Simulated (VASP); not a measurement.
A run of VASP 6.6.1 is set up as follows.

Contents of INCAR:

```
SYSTEM = SiC
  PREC = Accurate
  ENCUT = 520
  EDIFF = 1E-7
  ISMEAR = 0
  SIGMA = 0.05
  LREAL = .False.
  LASPH = .True.
  NELM = 80
  ALGO = Normal
  ISIF = 2
  LWAVE = .False.
  LCHARG = .False.
  GGA = PE
  NBANDS = 36
```

KPOINTS

```
regular mesh
0
Gamma
  10 10 2
  0 0 0
```

Contents of POSCAR:

```
SiC
1.0
    2.1740000000     -2.1740000000      0.0000000000
    2.1740000000      0.0000000000     -2.1740000000
    9.0581884000      8.5149058000      8.5149058000
Si C
6 6
Direct
    0.6614631933      0.6614631933      0.0624666667
   -0.0746201400     -0.0746201400      0.8958000000
    0.3142465267      0.3142465267      0.2291333333
    0.6198131933      0.6198131933      0.5624666667
   -0.0329701400     -0.0329701400      0.3958000000
    0.2725965267      0.2725965267      0.7291333333
    0.6302256933      0.6302256933      0.4374666667
    0.9774423600      0.9774423600      0.2708000000
    0.2830090267      0.2830090267      0.6041333333
    0.5885756933      0.5885756933      0.9374666667
   -0.0642076400     -0.0642076400      0.7708000000
    0.3246590267      0.3246590267      0.1041333333
```

Potentials or basis: VASP PAW PBE potentials, release 64 (Si, C).

Command:

```bash
$ cat potpaw_PBE.64/Si/POTCAR potpaw_PBE.64/C/POTCAR > POTCAR
$ mpirun -np 1 vasp_std > vasp.out
```

(1) Estimate the largest force.

(2) Predict the band gap on the k mesh.

(3) What does it give for the pressure?

Answers

(1) 1.241 eV/Å.

(2) 1.02 eV (least direct gap 1.99 eV).

(3) 4.6 GPa.

Caveat: the cell stands under pressure; forces of over 1 eV/Å act on the atoms, so gaps and moduli don't describe the material at rest.
